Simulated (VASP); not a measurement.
# Al3WO2 (P-3m1) in VASP: notebook, part 2 of 2

VASP 6.6.1. Earlier steps stand in the parts before.

### 4 Relaxation of cell and atoms, PBE

This run uses another cell than the first one, of 12.13 Å³/atom, 1.080 times its volume.

INCAR

```
PREC     = Accurate       # precision mode
ENCUT    = 600            # plane-wave cutoff, eV
EDIFF    = 1E-6           # SCF threshold, eV
ISMEAR   = 0              # smearing method
SIGMA    = 0.1            # smearing width, eV
LREAL    = F              # projectors in reciprocal space
LASPH    = T              # aspherical terms in the spheres
NELM     = 100            # most SCF steps
ALGO     = Normal         # electronic algorithm
ISIF     = 3              # what is computed and relaxed
LWAVE    = F              # write WAVECAR
LCHARG   = F              # write CHGCAR
GGA      = PE             # functional
IBRION   = 2              # ionic algorithm
NSW      = 100            # ionic steps
EDIFFG   = -0.01          # ionic threshold
```

KPOINTS

```
Automatic mesh
0
Gamma
  18 18 4
```

POSCAR

```
Al3WO2
1.0
    2.8693855156      0.0000000000      0.0000000000
   -1.4346927578      2.4849607497      0.0000000000
    0.0000000000      0.0000000000     10.2079934260
Al W O
3 1 2
Direct
    0.3333333333      0.6666666667      0.7928594909
    0.6666666667      0.3333333333      0.2071405091
    0.0000000000      0.0000000000      0.5000000000
    0.0000000000      0.0000000000      0.0000000000
    0.3333333333      0.6666666667      0.4018082278
    0.6666666667      0.3333333333      0.5981917722
```

Potentials or basis: VASP PAW PBE potentials, release 64 (Al, W_sv, O).

The run is started by

```sh
$ cat potpaw_PBE.64/Al/POTCAR potpaw_PBE.64/W_sv/POTCAR potpaw_PBE.64/O/POTCAR > POTCAR
$ mpirun -np 1 vasp_std > vasp.out
```

OUTCAR:

```text
PREC = Accurate
   ENCUT = 600
   EDIFF = 1E-6
   ISMEAR = 0
   LREAL = F
   LASPH = T
   NELM = 100
   ISIF = 3
   GGA = PE
   IBRION = 2
   NSW = 100
   EDIFFG = -0.01

 ion  position               nearest neighbor table
   1  0.333  0.667  0.793-   6 2.59   6 2.59   6 2.59   4 2.69   4 2.69   4 2.69
   2  0.667  0.333  0.207-   5 2.59   5 2.59   5 2.59   4 2.69   4 2.69   4 2.69
   3  0.000  0.000  0.500-   5 1.94   6 1.94   5 1.94   6 1.94   6 1.94   5 1.94
   4  0.000  0.000  0.000-   1 2.69   2 2.69   1 2.69   2 2.69   2 2.69   1 2.69
   5  0.333  0.667  0.402-   3 1.94   3 1.94   3 1.94   2 2.59   2 2.59   2 2.59
   6  0.667  0.333  0.598-   3 1.94   3 1.94   3 1.94   1 2.59   1 2.59   1 2.59

  LATTYP: Found a hexagonal cell.
 ALAT       =     2.8693855156
 C/A-ratio  =     3.5575538283

  Lattice vectors:

 A1 = (   2.8693855156,   0.0000000000,   0.0000000000)
 A2 = (  -1.4346927578,   2.4849607497,   0.0000000000)
[... 432 lines left out ...]
  free energy    TOTEN  =       -41.89688862 eV

  energy without entropy =      -41.89329258  energy(sigma->0) =      -41.89509060

 E-fermi :   9.6235     XC(G=0): -11.5149

 val. band max:        9.6177206905   @ k =   0.2778   0.1111   0.5000
 cond. band min:       9.6829914545   @ k =   0.1667   0.0000   0.0000
 fundamental gap:      0.0652707640
 Fermi energy:         9.6235189396

 k-point     1 :       0.0000    0.0000    0.0000
  band No.  band energies     occupation
      1     -64.2982      2.00000
      2     -28.7158      2.00000
      3     -28.0588      2.00000
      4     -28.0588      2.00000
      5     -12.7892      2.00000
      6     -10.9192      2.00000
[... 565 lines left out ...]
     20      11.3773      0.00000
     21      12.3299      0.00000

 [... further k-points ...]

------------------------ aborting loop because EDIFF is reached ----------------------------------------

  FORCE on cell =-STRESS in cart. coord.  units (eV):
  Direction    XX          YY          ZZ          XY          YZ          ZX
  --------------------------------------------------------------------------------------
  -------------------------------------------------------------------------------------
  Total       -0.0048560     -0.0048560      0.0041229      0.0000000      0.0000000      0.0000000
  in kB       -0.1070670     -0.1070670      0.0909035      0.0000000      0.0000000      0.0000000
  external PRESSURE =      -0.0410769 kB  Pullay stress =       0.0000000 kB
[... 21 lines left out ...]
  FREE ENERGIE OF THE ION-ELECTRON SYSTEM (eV)
  ---------------------------------------------------
  free  energy   TOTEN  =       -41.8968886186 eV

  energy  without entropy=      -41.8932925822  energy(sigma->0) =      -41.89509060

 reached required accuracy - stopping structural energy minimisation
```

It took 4.5 min on 1 thread of Intel Xeon 6975P-C (Granite Rapids), shared host; peak memory 0.41 GiB.

Results:

```
Free energy                            : -41.8969 eV
Relaxed volume                         : 12.11 Å³/atom
Relaxed cell                           : a = 2.872 Å, b = 2.872 Å, c = 10.175 Å, α = 90.00°, β = 90.00°, γ = 120.00°
Space group after relaxing (to 0.05 Å) : P-3m1 (No. 164)
Energy gained by relaxing              : 0.2 meV/atom
Ionic steps                            : 7
Pressure after relaxing                : 0.0 GPa
```

Forces on the atoms (eV/Å):
```
Al   0.000  0.000  0.003
Al   0.000  0.000 -0.003
Al   0.000  0.000  0.000
W    0.000  0.000  0.000
O    0.000  0.000  0.000
O    0.000  0.000  0.000
```

The path:
| step | energy change (eV) | largest force (eV/Å) | pressure (GPa) | volume (Å³) |
| --- | --- | --- | --- | --- |
| 1 | 0.0000 | 0.0861 | -0.30 | 72.79 |
| 2 | -0.0009 | 0.0535 | 0.35 | 72.55 |
| 3 | -0.0009 | 0.0478 | 0.28 | 72.58 |
| 4 | -0.0012 | 0.0042 | -0.12 | 72.71 |
| 5 | -0.0012 | 0.0139 | -0.03 | 72.68 |
| 6 | -0.0012 | 0.0141 | -0.03 | 72.68 |
| 7 | -0.0012 | 0.0028 | 0.00 | 72.67 |

Final structure:
```
CELL_PARAMETERS angstrom
2.87166 0.00000 0.00000
-1.43583 2.48693 0.00000
0.00000 0.00000 10.17504
ATOMIC_POSITIONS crystal
Al 0.33333 0.66667 0.79343
Al 0.66667 0.33333 0.20657
Al 0.00000 0.00000 0.50000
W 0.00000 0.00000 0.00000
O 0.33333 0.66667 0.40154
O 0.66667 0.33333 0.59846
```

Caveat: spin-orbit coupling is left out, which moves the levels of the heavy elements; an odd number of electrons without spin polarisation forces a metal; a magnetic or distorted state may lie lower.

### 5 Overview

| task | cell | k mesh | cutoff (eV) | gap on the mesh (eV) | pressure (GPa) | relaxed volume (Å³/atom) |
| --- | --- | --- | --- | --- | --- | --- |
| relaxation of cell and atoms | relaxed from a = 3.190, b = 3.190, c = 7.649 Å, angles 90.0, 90.0, 120.0°, 6 atoms | 6 × 6 × 2 | 600 | none | 0.1 | 12.03 |
| single point | a = 2.872, b = 2.872, c = 10.181 Å, angles 90.0, 90.0, 120.0°, 6 atoms | 18 × 18 × 4 | 520 | none | 0.0 | - |
| relaxation of cell and atoms | relaxed from a = 2.869, b = 2.869, c = 10.208 Å, angles 90.0, 90.0, 120.0°, 6 atoms | 18 × 18 × 4 | 600 | none | 0.0 | 12.11 |

Alike in all rows: level PBE; potentials or basis VASP PAW PBE potentials, release 64 (Al, W_sv, O); no spin polarisation; smearing gaussian 0.1 eV.

Caveats: some runs use coarse meshes; spin-orbit coupling is left out, which moves the levels of the heavy elements; an odd number of electrons without spin polarisation forces a metal; a magnetic or distorted state may lie lower.

Absolute energies hang on the potentials; compare differences alone.
